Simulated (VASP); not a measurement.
Input of a VASP 6.6.1 run:

INCAR

```
SYSTEM = Al
PREC = Accurate
ENCUT = 520
EDIFF = 1E-6
ISMEAR = 0
SIGMA = 0.15
LREAL = .FALSE.
LASPH = .TRUE.
NELM = 80
ALGO = Fast
ISIF = 2
LWAVE = .FALSE.
LCHARG = .FALSE.
GGA = PS
NBANDS = 14
```

Contents of KPOINTS:

```
regular mesh
0
G
  16 16 5
  0 0 0
```

POSCAR

```
Al
1.0
   -1.6063180831      1.6063180831     -1.6063180831
   -1.6063180831     -1.6063180831      1.6063180831
   -0.4818954249      6.2646405243      6.5859041409
Al
4
Direct
   -0.0875000000     -0.1750000000      0.8750000000
    0.4875000000      0.4750000000      0.1250000000
   -0.0375000000     -0.0750000000      0.3750000000
    0.4375000000      0.3750000000      0.6250000000
```

Potentials or basis: VASP PAW PBE potentials, release 64 (Al).

Launch:

```console
$ cat potpaw_PBE.64/Al/POTCAR > POTCAR
$ mpirun -np 1 vasp_std > vasp.out
```

(1) What does it give for the pressure?

(2) Predict the band gap on the k mesh.

(3) What does it give for the largest force?

Answers

(1) 0.9 GPa.

(2) zero (bands 6 and 7 overlap by 6.57 eV).

(3) 0.636 eV/Å.

Caveat: the PAW data sets were made with another functional, which shifts forces and pressure a little.
